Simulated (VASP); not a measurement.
Here is a VASP 6.6.1 calculation.

The input INCAR:

```
SYSTEM = S
PREC = Accurate ; ENCUT = 500
EDIFF = 1E-6 ; ISMEAR = -1
SIGMA = 0.15 ; LREAL = .False.
LASPH = .True. ; NELM = 120
ALGO = Normal ; ISIF = 2
LWAVE = .False. ; LCHARG = .False.
GGA = PE ; NBANDS = 9
GGA_COMPAT = .False.
```

File KPOINTS:

```
regular mesh
0
Gamma
  16 16 16
  0 0 0
```

The input POSCAR:

```
S
1.0
    1.6036276575      0.9258548636      0.8992015952
   -1.6036276575      0.9258548636      0.8992015952
    0.0000000000     -1.8517097174      0.8992015952
S
1
Direct
    0.0000000000      0.0000000000      0.0000000000
```

Potentials or basis: VASP PAW PBE potentials, release 64 (S).

Command:

```bash
$ cat potpaw_PBE.64/S/POTCAR > POTCAR
$ mpirun -np 1 vasp_std > vasp.out
```

Task: Estimate the pressure.

Result: 213.6 GPa.

Task: Estimate the band gap on the k mesh.

Result: Zero (bands 3 and 4 overlap by 13.22 eV).

Stress tensor (GPa, compression positive):
```
222.20   0.00   0.00
  0.00 222.20   0.00
  0.00   0.00 196.32
```

Caveat: the cell stands under pressure.
